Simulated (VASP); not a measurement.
# ZnSe (F-43m) in VASP: notebook, part 2 of 2

VASP 6.6.1.

## 3. Electric field gradients, PBE (23.21 Å³/atom)

Contents of INCAR:

```
PREC = Accurate
ENCUT = 520
EDIFF = 1E-8
ISMEAR = -1
SIGMA = 0.03
LREAL = F
LASPH = T
NELM = 100
ALGO = Normal
ISIF = 2
LWAVE = F
LCHARG = F
GGA = PE
LEFG = T
NBANDS = 16
```

Contents of KPOINTS:

```
regular mesh
0
Gamma
  8 8 8
```

Contents of POSCAR:

```
ZnSe
1.0
    0.0000000000      2.8525674344      2.8525674344
    2.8525674344      0.0000000000      2.8525674344
    2.8525674344      2.8525674344      0.0000000000
Zn Se
1 1
Direct
    0.0000000000      0.0000000000      0.0000000000
    0.7500000000      0.7500000000      0.7500000000
```

Potentials or basis: VASP PAW PBE potentials, release 64 (Zn, Se).

Command:

```console
> cat potpaw_PBE.64/Zn/POTCAR potpaw_PBE.64/Se/POTCAR > POTCAR
> mpirun -np 1 vasp_std > vasp.out
```

OUTCAR:

```text
PREC = Accurate
   ENCUT = 520
   EDIFF = 1E-8
   ISMEAR = -1
   LREAL = F
   LASPH = T
   NELM = 100
   ISIF = 2
   GGA = PE

 ion  position               nearest neighbor table
   1  0.000  0.000  0.000-   2 2.47   2 2.47   2 2.47   2 2.47
   2  0.750  0.750  0.750-   1 2.47   1 2.47   1 2.47   1 2.47

  LATTYP: Found a face centered cubic cell.
 ALAT       =     5.7051348688

  Lattice vectors:

 A1 = (   0.0000000000,   2.8525674344,   2.8525674344)
 A2 = (   2.8525674344,   0.0000000000,   2.8525674344)
 A3 = (   2.8525674344,   2.8525674344,   0.0000000000)

Analysis of symmetry for initial positions (statically):
=====================================================================
 Subroutine PRICEL returns:
 Original cell was already a primitive cell.

 Routine SETGRP: Setting up the symmetry group for a
 face centered cubic supercell.

 Subroutine GETGRP returns: Found 24 space group operations
 (whereof 24 operations were pure point group operations)
 out of a pool of 48 trial point group operations.

The static configuration has the point symmetry T_d .

Analysis of symmetry for dynamics (positions and initial velocities):
=====================================================================
 Subroutine PRICEL returns:
 Original cell was already a primitive cell.

 Routine SETGRP: Setting up the symmetry group for a
 face centered cubic supercell.

 Subroutine GETGRP returns: Found 24 space group operations
 (whereof 24 operations were pure point group operations)
 out of a pool of 48 trial point group operations.

The dynamic configuration has the point symmetry T_d .

 Subroutine INISYM returns: Found 24 space group operations
 (whereof 24 operations are pure point group operations),
 and found     1 'primitive' translations

----------------------------------------------------------------------------------------

                                     Primitive cell

  volume of cell :      46.4235

  direct lattice vectors                    reciprocal lattice vectors
     0.000000000  2.852567434  2.852567434    -0.175280694  0.175280694  0.175280694
     2.852567434  0.000000000  2.852567434     0.175280694 -0.175280694  0.175280694
     2.852567434  2.852567434  0.000000000     0.175280694  0.175280694 -0.175280694

  length of vectors
     4.034139553  4.034139553  4.034139553     0.303595068  0.303595068  0.303595068

  position of ions in fractional coordinates (direct lattice)
     0.000000000  0.000000000  0.000000000
     0.750000000  0.750000000  0.750000000

  ion indices of the primitive-cell ions
   primitive index   ion index
                 1           1
                 2           2

----------------------------------------------------------------------------------------

 KPOINTS: regular mesh

Automatic generation of k-mesh.
 Grid dimensions read from file:
[... 71 lines left out ...]
   ISIF   =      2    stress and relaxation
   ISYM   =      2    0-nonsym 1-usesym 2-fastsym
   POTIM  = 0.5000    time-step for ionic-motion
   TEBEG  =    0.0;   TEEND  =   0.0 temperature during run
   PSTRESS=    0.0 pullay stress
   NELECT =      18.0000    total number of electrons
   NUPDOWN=      -1.0000    fix difference up-down
   EMIN   =  10.00;   EMAX   =-10.00  energy-range for DOS
   EFERMI =   0.00;   METHOD = LEGACY
   ISMEAR =    -1;   SIGMA  =   0.03  broadening in eV -4-tet -1-fermi 0-gaus
   EFERMI_NEDOS =   21; number of points for ismear=-14 and -15
   IALGO  =     38    algorithm
   IMIX   =      4    mixing-type and parameters
     AMIX     =   0.40;   BMIX     =  1.00
     AMIX_MAG =   1.60;   BMIX_MAG =  1.00
  volume/ion in A,a.u.               =      23.21       156.64
  Fermi-wavevector in a.u.,A,eV,Ry     =   1.193767  2.255893 19.389402  1.425081
  Thomas-Fermi vector in A             =   2.329774
   LORBIT       =      0    0 simple, 1 ext, 2 COOP (PROOUT), +10 PAW based schemes
   GGA     = PE    functional components
   LHFCALC =     F    Hartree Fock is set to
   AEXX    =    0.0000 exact exchange contribution
   IVDW    =     0    specifies the selected vdW correction
   LEPSILON=     F    determine dielectric tensor
   LRPA    =     F    only Hartree local field effects (RPA)
 non-spin polarized calculation
  energy-cutoff  :      520.00
  volume of cell :       46.42
 maximum number of plane-waves:      1283
 NGX is ok and might be reduce to    30
   NGX = 15   NGY = 15   NGZ = 15

 number of electron      18.0000019 magnetization

 Free energy of the ion-electron system (eV)
  ---------------------------------------------------
  ext. energy  EPLUGINS =         0.00000000
  ---------------------------------------------------
  free energy    TOTEN  =        -6.02976877 eV

  energy without entropy =       -6.02976877  energy(sigma->0) =       -6.02976877

 E-fermi :   2.0418     XC(G=0):  -9.2314

 val. band max:        1.4453597198   @ k =   0.0000   0.0000   0.0000
 cond. band min:       2.6563039217   @ k =   0.0000   0.0000   0.0000
 fundamental gap:      1.2109442018
 Fermi energy:         2.0418444662

 k-point     1 :       0.0000    0.0000    0.0000
  band No.  band energies     occupation
      1     -11.6887      2.00000
      2      -5.0304      2.00000
      3      -5.0304      2.00000
      4      -5.0304      2.00000
      5      -4.6784      2.00000
      6      -4.6784      2.00000
[... 433 lines left out ...]
      3      -4.8958      2.00000
      4      -4.7073      2.00000
      5      -4.6714      2.00000
      6      -4.4784      2.00000
[... 8 lines left out ...]
     15      14.1219      0.00000
     16      14.9225      0.00000

 [... further k-points ...]

------------------------ aborting loop because EDIFF is reached ----------------------------------------

  FORCE on cell =-STRESS in cart. coord.  units (eV):
  Direction    XX          YY          ZZ          XY          YZ          ZX
  --------------------------------------------------------------------------------------
  -------------------------------------------------------------------------------------
  Total        0.3109949      0.3109949      0.3109949      0.0000000     -0.0000000      0.0000000
  in kB       10.7331225     10.7331225     10.7331225      0.0000000     -0.0000000      0.0000000
  external PRESSURE =      10.7331225 kB  Pullay stress =       0.0000000 kB

 VOLUME and BASIS-vectors are now :
 -----------------------------------------------------------------------------
  energy-cutoff  :      520.00
  volume of cell :       46.42
      direct lattice vectors                 reciprocal lattice vectors
     0.000000000  2.852567434  2.852567434    -0.175280694  0.175280694  0.175280694
     2.852567434  0.000000000  2.852567434     0.175280694 -0.175280694  0.175280694
     2.852567434  2.852567434  0.000000000     0.175280694  0.175280694 -0.175280694

 POSITION                                       TOTAL-FORCE (eV/Angst)
 -----------------------------------------------------------------------------------
      0.00000      0.00000      0.00000        -0.000000     -0.000000      0.000000
      4.27885      4.27885      4.27885         0.000000      0.000000     -0.000000
 -----------------------------------------------------------------------------------
    total drift:                                0.000001      0.000001      0.000001

  FREE ENERGIE OF THE ION-ELECTRON SYSTEM (eV)
  ---------------------------------------------------
  free  energy   TOTEN  =        -6.0297687701 eV

  energy  without entropy=       -6.0297687701  energy(sigma->0) =       -6.02976877

 Electric field gradients (V/A^2)
---------------------------------------------------------------------
 ion       V_xx      V_yy      V_zz      V_xy      V_xz      V_yz
---------------------------------------------------------------------
   1      -0.000     0.000    -0.000     0.000     0.000     0.000
   2       0.000     0.000     0.000     0.000     0.000     0.000
---------------------------------------------------------------------

 Electric field gradients after diagonalization (V/A^2)
 (convention: |V_zz| > |V_xx| > |V_yy|)
----------------------------------------------------------------------
 ion       V_xx      V_yy      V_zz     asymmetry (V_yy - V_xx)/ V_zz
----------------------------------------------------------------------
   1      -0.000    -0.000     0.000       0.000
   2      -0.000    -0.000     0.000       0.000
----------------------------------------------------------------------

           NMR quadrupolar parameters

 Cq : quadrupolar parameter    Cq=e*Q*V_zz/h
 eta: asymmetry parameters     (V_yy - V_xx)/ V_zz
 Q  : nuclear electric quadrupole moment in mb (millibarn)
----------------------------------------------------------------------
 ion       Cq(MHz)       eta       Q (mb)
----------------------------------------------------------------------
   1       0.000       0.000       1.000
   2       0.000       0.000       1.000
----------------------------------------------------------------------
```

OSZICAR:

```text
N       E                     dE             d eps       ncg     rms          rms(c)
DAV:   1     0.875493319820E+02    0.87549E+02   -0.87508E+03   928   0.127E+03
DAV:   2    -0.694291669953E+00   -0.88244E+02   -0.81947E+02  1032   0.248E+02
DAV:   3    -0.627383426737E+01   -0.55795E+01   -0.55602E+01  1160   0.614E+01
DAV:   4    -0.631845523199E+01   -0.44621E-01   -0.44617E-01  1080   0.594E+00
DAV:   5    -0.631867605195E+01   -0.22082E-03   -0.22082E-03  1224   0.377E-01    0.458E+00
DAV:   6    -0.604813005987E+01    0.27055E+00   -0.53243E-01  1376   0.234E+01    0.351E+00
DAV:   7    -0.602958711393E+01    0.18543E-01   -0.15151E-01  1032   0.344E+00    0.150E+00
DAV:   8    -0.602941677507E+01    0.17034E-03   -0.42807E-03  1264   0.635E-01    0.442E-01
DAV:   9    -0.602966539876E+01   -0.24862E-03   -0.10686E-03  1080   0.247E-01    0.672E-02
DAV:  10    -0.602976869368E+01   -0.10329E-03   -0.16721E-04  1160   0.978E-02    0.189E-02
DAV:  11    -0.602976742329E+01    0.12704E-05   -0.30920E-05  1096   0.475E-02    0.482E-03
DAV:  12    -0.602976863703E+01   -0.12137E-05   -0.42724E-06  1200   0.128E-02    0.305E-03
DAV:  13    -0.602976873627E+01   -0.99238E-07   -0.55781E-07  1104   0.560E-03    0.742E-04
DAV:  14    -0.602976877227E+01   -0.35998E-07   -0.46711E-08  1232   0.268E-03    0.530E-04
DAV:  15    -0.602976877009E+01    0.21721E-08   -0.77049E-09   880   0.147E-03
   1 F= -.60297688E+01 E0= -.60297688E+01  d E =-.211930E-10
```

stdout:

```text
POSCAR found type information on POSCAR ZnSe
 POSCAR found :  2 types and       2 ions
 scaLAPACK will be used
 LDA part: xc-table for (Slater+PW92), standard interpolation
 POSCAR, INCAR and KPOINTS ok, starting setup
 FFT: planning ... GRIDC
 FFT: planning ... GRID_SOFT
 FFT: planning ... GRID
 WAVECAR not read
 entering main loop
ion   1

ion   2
```

It took 35 s on 1 thread of Intel Xeon Platinum 8488C (Sapphire Rapids), shared host; peak memory 0.17 GiB.

What came out:

| Quantity | Value |
| --- | --- |
| Free energy | -6.0298 eV |
| Pressure | 1.1 GPa |
| Band gap on the k mesh | 1.21 eV |
| Largest electric field gradient by atom | zero within the noise of the run |

Levels at points of the mesh, in eV from the valence-band top:
| k point | band 6 | band 7 | band 8 | band 9 | band 10 | band 11 | band 12 | band 13 |
| --- | --- | --- | --- | --- | --- | --- | --- | --- |
| (0.00, 0.00, 0.00) | -6.12 | 0.00 | 0.00 | 0.00 | 1.21 | 5.81 | 5.81 | 5.81 |
| (0.50, 0.00, 0.00) | -5.97 | -5.10 | -0.84 | -0.84 | 2.51 | 6.38 | 6.38 | 8.52 |
| (0.50, 0.50, 0.00) | -5.95 | -4.67 | -2.12 | -2.12 | 3.03 | 3.46 | 10.60 | 11.11 |
